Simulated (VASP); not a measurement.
**Sn: single point with PBE**

The system is Sn.

```
Sn
1.0
     3.09015    0.00000    0.00000
     0.00000    3.09015    0.00000
     0.00000    0.00000    3.09015
Sn
1
Direct
  0.00000 0.00000 0.00000
```

```
Program             : VASP 6.6.1
Task                : single point
Functional          : PBE
Potentials or basis : VASP PAW PBE potentials, release 64 (Sn_d)
Cutoff              : 520 eV
k mesh              : 12 × 12 × 12
Occupations         : fermi-dirac, width 0.08 eV
Spin                : no spin polarisation
```

* Pressure: -0.1 GPa
* Band gap on the k mesh: zero (band 7 reaches 12.15 eV, above the bottom of band 8 at 4.81 eV)

Levels at points of the mesh, in eV from the Fermi level:
```csv
k point,band 5,band 6,band 7,band 8,band 9,band 10
"(0.00, 0.00, 0.00)",-21.26,-10.63,5.20,5.20,5.20,8.52
"(0.50, 0.00, 0.00)",-21.25,-7.70,-4.50,7.68,7.68,11.30
"(0.50, 0.50, 0.00)",-21.14,-4.59,-2.14,-2.14,2.85,10.35
"(0.50, 0.50, 0.50)",-21.14,-1.01,0.13,0.13,0.13,5.80
```

It took 12 s on 1 thread of Intel(R) Xeon(R) Platinum 8488C (Sapphire Rapids), with other jobs on the host, peak memory 0.15 GiB.

Caveat: spin-orbit coupling is left out, which moves the levels of the heavy elements.
